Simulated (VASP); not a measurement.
# Be (I4/mmm) in VASP: relaxation of shape and atoms at fixed volume with PBE+D3(BJ)

Aim: the relaxation of shape and atoms at fixed volume of Be with PBE+D3(BJ).

Everything below comes from runs of VASP 6.6.1. Logs are shortened: lines on timing, memory, paths and dates and some standing lists are left out, and cuts for length are marked.

**1. The cell of the first run**

Symmetry: I4/mmm, No. 139, tetragonal system. The conventional cell has a = 2.510 Å, b = 2.510 Å, c = 2.562 Å, α = 90.00°, β = 90.00°, γ = 90.00°. Within 2.9 Å of Be (site symmetry 4/mmm) lie 14 Be at 2.19 to 2.56 Å.

**2. Relaxation of shape and atoms at fixed volume, PBE+D3(BJ) (8.07 Å³/atom)**

Input file INCAR:

```
PREC = Accurate ; ENCUT = 600
EDIFF = 1E-7 ; ISMEAR = 0
SIGMA = 0.1 ; LREAL = F
LASPH = T ; NELM = 80
ALGO = Fast ; ISIF = 4
LWAVE = F ; LCHARG = F
GGA = PE ; IVDW = 12
IBRION = 2 ; NSW = 50
EDIFFG = -0.01
```

Input file KPOINTS:

```
Automatic mesh
0
Gamma
  16 12 12
```

Input file POSCAR:

```
Be
1.0
    2.5621646054      0.0000000000      0.0000000000
    0.0000000000      3.5503304904      0.0000000000
    0.0000000000      0.0000000000      3.5503304904
Be
4
Direct
    0.7500000000      0.7500000000      0.7500000000
    0.2500000000      0.2500000000      0.7500000000
    0.2500000000      0.7500000000      0.2500000000
    0.7500000000      0.2500000000      0.2500000000
```

Potentials or basis: VASP PAW PBE potentials, release 64 (Be).

The run is started by

```console
$ cat potpaw_PBE.64/Be/POTCAR > POTCAR
$ mpirun -np 1 vasp_std > vasp.out
```

OUTCAR:

```text
PREC = Accurate
   ENCUT = 600
   EDIFF = 1E-7
   ISMEAR = 0
   LREAL = F
   LASPH = T
   NELM = 80
   ISIF = 4
   GGA = PE
   IVDW = 12
   IBRION = 2
   NSW = 50
   EDIFFG = -0.01
 IVDW          = 12

 ion  position               nearest neighbor table
   1  0.750  0.750  0.750-   2 2.19   3 2.19   3 2.19   2 2.19   2 2.19   3 2.19   3 2.19   2 2.19

   2  0.250  0.250  0.750-   1 2.19   4 2.19   4 2.19   1 2.19   1 2.19   4 2.19   4 2.19   1 2.19

   3  0.250  0.750  0.250-   1 2.19   4 2.19   1 2.19   4 2.19   1 2.19   4 2.19   1 2.19   4 2.19

   4  0.750  0.250  0.250-   2 2.19   3 2.19   2 2.19   3 2.19   2 2.19   3 2.19   2 2.19   3 2.19

  LATTYP: Found a simple tetragonal cell.
 ALAT       =     3.5503304904
 C/A-ratio  =     0.7216693241

  Lattice vectors:

 A1 = (   0.0000000000,   3.5503304904,   0.0000000000)
 A2 = (   0.0000000000,   0.0000000000,   3.5503304904)
 A3 = (   2.5621646054,   0.0000000000,   0.0000000000)

Analysis of symmetry for initial positions (statically):
=====================================================================
 Subroutine PRICEL returns following result:

  LATTYP: Found a body centered tetragonal cell.
 ALAT       =     2.5104627652
 C/A-ratio  =     1.0205945457

  Lattice vectors:

 A1 = (  -1.2810823027,   0.0000000000,  -1.7751652452)
 A2 = (  -1.2810823027,   0.0000000000,   1.7751652452)
 A3 = (   1.2810823027,   1.7751652452,  -0.0000000000)

   4 primitive cells build up your supercell.

 Routine SETGRP: Setting up the symmetry group for a
 simple tetragonal supercell.

 Subroutine GETGRP returns: Found 16 space group operations
 (whereof  8 operations were pure point group operations)
 out of a pool of 16 trial point group operations.

The static configuration has the point symmetry D_2d.
 The point group associated with its full space group is D_4h.

Analysis of symmetry for dynamics (positions and initial velocities):
=====================================================================
 Subroutine PRICEL returns following result:

  LATTYP: Found a body centered tetragonal cell.
 ALAT       =     2.5104627652
 C/A-ratio  =     1.0205945457

  Lattice vectors:

 A1 = (  -1.2810823027,   0.0000000000,  -1.7751652452)
 A2 = (  -1.2810823027,   0.0000000000,   1.7751652452)
 A3 = (   1.2810823027,   1.7751652452,  -0.0000000000)

   4 primitive cells build up your supercell.

 Routine SETGRP: Setting up the symmetry group for a
 simple tetragonal supercell.

 Subroutine GETGRP returns: Found 16 space group operations
 (whereof  8 operations were pure point group operations)
 out of a pool of 16 trial point group operations.

The dynamic configuration has the point symmetry D_2d.
 The point group associated with its full space group is D_4h.

 Subroutine INISYM returns: Found 16 space group operations
 (whereof  8 operations are pure point group operations),
 and found     4 'primitive' translations

----------------------------------------------------------------------------------------

                                     Primitive cell

  volume of cell :       8.0739

  direct lattice vectors                    reciprocal lattice vectors
    -1.281082303  0.000000000 -1.775165245    -0.390294986  0.281663919 -0.281663919
    -1.281082303  0.000000000  1.775165245    -0.390294986  0.281663919  0.281663919
     1.281082303  1.775165245 -0.000000000     0.000000000  0.563327838  0.000000000

  length of vectors
     2.189151323  2.189151323  2.189151323     0.557673115  0.557673115  0.563327838

  position of ions in fractional coordinates (direct lattice)
     0.250000000  0.750000000  0.500000000

  ion indices of the primitive-cell ions
   primitive index   ion index
                 1           1

----------------------------------------------------------------------------------------

 KPOINTS: Automatic mesh

Automatic generation of k-mesh.
 Grid dimensions read from file:
 generate k-points for:   16   12   12

 Generating k-lattice:

  Cartesian coordinates                     Fractional coordinates (reciprocal lattice)
     0.024393437  0.000000000  0.000000000     0.062500000  0.000000000  0.000000000
     0.000000000  0.023471993  0.000000000     0.000000000  0.083333333  0.000000000
     0.000000000  0.000000000  0.023471993     0.000000000  0.000000000  0.083333333

  Length of vectors
     0.024393437  0.023471993  0.023471993

  Shift w.r.t. Gamma in fractional coordinates (k-lattice)
     0.000000000  0.000000000  0.000000000

 Subroutine IBZKPT returns following result:
 ===========================================

 Found    252 irreducible k-points:

 Following reciprocal coordinates:
            Coordinates               Weight
  0.000000  0.000000  0.000000      1.000000
  0.062500  0.000000  0.000000      2.000000
  0.125000  0.000000  0.000000      2.000000
  0.187500  0.000000  0.000000      2.000000
  0.250000  0.000000  0.000000      2.000000
  0.312500  0.000000  0.000000      2.000000
[... 16 lines left out ...]
  0.250000  0.166667  0.000000      8.000000
  0.312500  0.166667  0.000000      8.000000
 [... further k-points ...]
   k-points           NKPTS =    252   k-points in BZ     NKDIM =    252   number of bands    NBANDS=      8
   number of dos      NEDOS =    301   number of ions     NIONS =      4
   total plane-waves  NPLWV =  15680
   dimension x,y,z NGX =    20 NGY =   28 NGZ =   28
   dimension x,y,z NGXF=    40 NGYF=   56 NGZF=   56
   ions per type =               4
   NGX,Y,Z   is equivalent  to a cutoff of  12.98, 13.11, 13.11 a.u.
   NGXF,Y,Z  is equivalent  to a cutoff of  25.95, 26.22, 26.22 a.u.
 SYSTEM =  unknown system
   PREC   = accura    normal or accurate (medium, high low for compatibility)
   ISTART =      0    job   : 0-new  1-cont  2-samecut
   ICHARG =      2    charge: 1-file 2-atom 10-const
   ISPIN  =      1    spin polarized calculation?
   LNONCOLLINEAR =      F non collinear calculations
   LSORBIT =      F    spin-orbit coupling
   LASPH  =      T    aspherical Exc in radial PAW
   ENCUT  =  600.0 eV  44.10 Ry    6.64 a.u.   5.12  7.09  7.09*2*pi/ulx,y,z
   NELM   =     80;   NELMIN=  2; NELMDL= -5     # of ELM steps
   EDIFF  = 0.1E-06   stopping-criterion for ELM
   LREAL  =      F    real-space projection
   EDIFFG = -.1E-01   stopping-criterion for IOM
   NSW    =     50    number of steps for IOM
   IBRION =      2    ionic relax: 0-MD 1-quasi-New 2-CG
   NFREE  =      1    steps in history (QN), initial steepest desc. (CG)
   ISIF   =      4    stress and relaxation
   ISYM   =      2    0-nonsym 1-usesym 2-fastsym
   POTIM  = 0.5000    time-step for ionic-motion
   TEBEG  =    0.0;   TEEND  =   0.0 temperature during run
   PSTRESS=    0.0 pullay stress
   NELECT =       8.0000    total number of electrons
   NUPDOWN=      -1.0000    fix difference up-down
   EMIN   =  10.00;   EMAX   =-10.00  energy-range for DOS
   EFERMI =   0.00;   METHOD = LEGACY
   ISMEAR =     0;   SIGMA  =   0.10  broadening in eV -4-tet -1-fermi 0-gaus
   EFERMI_NEDOS =   21; number of points for ismear=-14 and -15
   IALGO  =     68    algorithm
   IMIX   =      4    mixing-type and parameters
     AMIX     =   0.40;   BMIX     =  1.00
     AMIX_MAG =   1.60;   BMIX_MAG =  1.00
  volume/ion in A,a.u.               =       8.07        54.49
  Fermi-wavevector in a.u.,A,eV,Ry     =   1.028150  1.942922 14.382625  1.057093
  Thomas-Fermi vector in A             =   2.162132
   LORBIT       =      0    0 simple, 1 ext, 2 COOP (PROOUT), +10 PAW based schemes
   GGA     = PE    functional components
   LHFCALC =     F    Hartree Fock is set to
   AEXX    =    0.0000 exact exchange contribution
   IVDW    =    12    specifies the selected vdW correction
   LEPSILON=     F    determine dielectric tensor
   LRPA    =     F    only Hartree local field effects (RPA)
 conjugate gradient relaxation of ions
 non-spin polarized calculation
 RMM-DIIS sequential band-by-band and
 Gauss-broadening in eV      SIGMA  =   0.10
  energy-cutoff  :      600.00
  volume of cell :       32.30
 maximum number of plane-waves:      1094
   NGX = 11   NGY = 15   NGZ = 15

 number of electron       8.0000000 magnetization

 Free energy of the ion-electron system (eV)
  ---------------------------------------------------
  ext. energy  EPLUGINS =         0.00000000
  ---------------------------------------------------
  free energy    TOTEN  =       -14.65789938 eV

  energy without entropy =      -14.65498921  energy(sigma->0) =      -14.65644430

 E-fermi :   7.7519     XC(G=0): -10.5435

 val. band max:        7.6951900435   @ k =   0.3125   0.5000   0.0000
 cond. band min:       7.7559168413   @ k =   0.0625   0.3333   0.0000
 fundamental gap:      0.0607267978
 Fermi energy:         7.7518803718

 k-point     1 :       0.0000    0.0000    0.0000
  band No.  band energies     occupation
      1      -4.3821      2.00000
      2       2.6944      2.00000
      3       2.6944      2.00000
      4       8.1775      0.00000
      5       8.1775      0.00000
      6      11.0735      0.00000
      7      11.8524      0.00000
      8      11.8524      0.00000

 k-point     2 :       0.0625    0.0000    0.0000
  band No.  band energies     occupation
      1      -4.3160      2.00000
      2       2.7818      2.00000
      3       2.7818      2.00000
      4       8.1855      0.00000
      5       8.1855      0.00000
      6      10.3297      0.00000
      7      11.9357      0.00000
      8      11.9357      0.00000

 k-point     3 :       0.1250    0.0000    0.0000
  band No.  band energies     occupation
      1      -4.1173      2.00000
      2       3.0437      2.00000
      3       3.0437      2.00000
      4       8.2086      0.00000
      5       8.2086      0.00000
      6       8.7786      0.00000
      7      12.1854      0.00000
      8      12.1854      0.00000
[... 210 lines left out ...]
 k-point    23 :       0.2500    0.1667    0.0000
  band No.  band energies     occupation
      1      -3.0760      2.00000
      2       2.6445      2.00000
      3       4.4074      2.00000
      4       5.5504      2.00000
      5       8.0625      0.00001
      6      10.2865      0.00000
      7      11.5465      0.00000
      8      13.0465      0.00000

 k-point    24 :       0.3125    0.1667    0.0000
  band No.  band energies     occupation
      1      -2.4757      2.00000
      2       3.2892      2.00000
      3       4.0102      2.00000
      4       5.1907      2.00000
      5       7.7928      0.56236
      6      10.4429      0.00000
      7      12.3049      0.00000
      8      13.0291      0.00000

 [... further k-points ...]

------------------------ aborting loop because EDIFF is reached ----------------------------------------

 Edisp (eV)   -1.38868

 E8    (eV) :    -0.4804

  FORCE on cell =-STRESS in cart. coord.  units (eV):
  Direction    XX          YY          ZZ          XY          YZ          ZX
  --------------------------------------------------------------------------------------
  -------------------------------------------------------------------------------------
  Total      -2.15753    -2.19965    -2.19965     0.00000     0.00000     0.00000
  in kB    -107.03447  -109.12375  -109.12375     0.00000     0.00000     0.00000
  external pressure =     -108.43 kB  Pullay stress =        0.00 kB

 VOLUME and BASIS-vectors are now :
 -----------------------------------------------------------------------------
  energy-cutoff  :      600.00
  volume of cell :       32.30
      direct lattice vectors                 reciprocal lattice vectors
     2.562164605  0.000000000  0.000000000     0.390294986  0.000000000  0.000000000
     0.000000000  3.550330490  0.000000000     0.000000000  0.281663919  0.000000000
     0.000000000  0.000000000  3.550330490     0.000000000  0.000000000  0.281663919

 POSITION                                       TOTAL-FORCE (eV/Angst)
 -----------------------------------------------------------------------------------
      1.92162      2.66275      2.66275         0.000000      0.000000     -0.000000
      0.64054      0.88758      2.66275         0.000000     -0.000000     -0.000000
      0.64054      2.66275      0.88758        -0.000000     -0.000000     -0.000000
      1.92162      0.88758      0.88758         0.000000      0.000000      0.000000
 -----------------------------------------------------------------------------------
    total drift:                               -0.000000     -0.000000     -0.000000

  FREE ENERGIE OF THE ION-ELECTRON SYSTEM (eV)
  ---------------------------------------------------
  free  energy   TOTEN  =       -16.0465778842 eV

  energy  without entropy=      -16.0436677106  energy(sigma->0) =      -16.04512280

 reached required accuracy - stopping structural energy minimisation
```

It took 67 s on 1 thread of Intel Xeon 8259CL, shared host; peak memory 0.2 GiB.

Results:

```yaml
Free_energy: -16.0466 eV
Pressure_after_relaxing: -10.8 GPa
Band_gap_on_the_k_mesh: zero (bands 4 and 5 overlap by 2.27 eV)
Dispersion_energy_per_atom: -0.347 eV
```

Final structure:
```
Be
1.0
     2.56216    0.00000    0.00000
     0.00000    3.55033    0.00000
     0.00000    0.00000    3.55033
Be
4
Direct
  0.75000 0.75000 0.75000
  0.25000 0.25000 0.75000
  0.25000 0.75000 0.25000
  0.75000 0.25000 0.25000
```

Caveat: the relaxation stopped at its first step, so nothing moved.
